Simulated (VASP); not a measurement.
Crystal: Mg.

```
Mg
1.0
     5.70720    0.00000    0.00000
     0.00000    5.70720    0.00000
     0.00000    0.00000    5.70720
Mg
8
Direct
  0.00000 0.00000 0.00000
  0.50000 0.50000 0.50000
  0.25000 0.00000 0.50000
  0.75000 0.00000 0.50000
  0.50000 0.25000 0.00000
  0.50000 0.75000 0.00000
  0.00000 0.50000 0.25000
  0.00000 0.50000 0.75000
```

- Program: VASP 6.6.1
- Task: relaxation of cell and atoms
- Functional: LDA
- Potentials or basis: VASP PAW LDA potentials, release 64 (Mg)
- Cutoff: 600 eV
- k mesh: 5 × 5 × 5
- Occupations: fermi-dirac, width 0.1 eV
- Spin: no spin polarisation

At the start: pressure -2.0 GPa; volume 23.24 Å³/atom.

**Question.** Where does the relaxation end?

**Answer.** Over 3 steps the energy falls by 8.7 meV/atom and the volume is 21.93 Å³/atom (-5.6 %); space group Pm-3n (No. 223, to 0.1 Å) before and after.

The path:
| step | energy change (eV) | largest force (eV/Å) | pressure (GPa) | volume (Å³) |
| --- | --- | --- | --- | --- |
| 1 | 0.0000 | 0.0000 | -2.01 | 185.90 |
| 2 | -0.0642 | 0.0000 | -0.60 | 178.16 |
| 3 | -0.0694 | 0.0000 | -0.02 | 175.46 |

Final structure:
```
Mg
1.0
     5.59830    0.00000    0.00000
     0.00000    5.59830    0.00000
     0.00000    0.00000    5.59830
Mg
8
Cartesian
  0.0000 0.0000 0.0000
  2.7991 2.7991 2.7991
  1.3996 0.0000 2.7991
  4.1987 0.0000 2.7991
  2.7991 1.3996 0.0000
  2.7991 4.1987 0.0000
  0.0000 2.7991 1.3996
  0.0000 2.7991 4.1987
```
